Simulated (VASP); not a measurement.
The system is Hf2H3.

```
Hf H
1.0
     4.26564    0.00000    0.00000
    -2.13282    3.69415    0.00000
     0.00000    0.00000    3.96284
Hf H
2 3
Direct
  0.33333 0.66667 0.00000
  0.66667 0.33333 0.00000
  0.00000 0.00000 0.26591
  0.00000 0.00000 0.73409
  0.00000 0.00000 0.50000
```

- Program: VASP 6.6.1
- Task: relaxation of cell and atoms
- Functional: PBE
- Potentials or basis: VASP PAW PBE potentials, release 64 (Hf_pv, H)
- Cutoff: 600 eV
- k mesh: 6 × 6 × 4
- Occupations: gaussian, width 0.1 eV
- Spin: no spin polarisation

At the start: pressure 14.2 GPa; volume 12.49 Å³/atom.

Task: How do energy, volume and symmetry change on relaxing?

Result: Over 12 steps the energy falls by 610.3 meV/atom and the volume is 13.29 Å³/atom (+6.4 %); space group P6/mmm (No. 191, to 0.05 Å).

The path:
| step | energy change (eV) | largest force (eV/Å) | pressure (GPa) | volume (Å³) |
| --- | --- | --- | --- | --- |
| 1 | 0.0000 | 1.1916 | 14.17 | 62.45 |
| 2 | -1.2405 | 0.6405 | 0.78 | 72.65 |
| 3 | -1.4217 | 0.3875 | -3.07 | 77.39 |
| 4 | -1.5386 | 0.2068 | -8.02 | 87.06 |
| 5 | -2.5092 | 1.1149 | -6.68 | 81.07 |
| 6 | -2.5878 | 1.2889 | -5.50 | 79.46 |
| 7 | -2.9546 | 0.5752 | -2.01 | 70.87 |
| 8 | -3.0016 | 0.0243 | 1.85 | 65.47 |
| 9 | -3.0089 | 0.2288 | 0.52 | 67.07 |
| 10 | -3.0453 | 0.2036 | -0.81 | 67.07 |
| 11 | -3.0491 | 0.1111 | -0.54 | 67.08 |
| 12 | -3.0514 | 0.0204 | -0.10 | 66.47 |

Final structure:
```
CELL_PARAMETERS angstrom
5.06640 0.00000 0.00000
-2.53320 4.38763 0.00000
0.00000 0.00000 2.99029
ATOMIC_POSITIONS crystal
Hf 0.33333 0.66667 0.00000
Hf 0.66667 0.33333 0.00000
H 0.00000 0.00000 0.16808
H 0.00000 0.00000 0.83192
H 0.00000 0.00000 0.50000
```

Caveat: the k points lie up to 0.53 Å⁻¹ apart in the final cell.
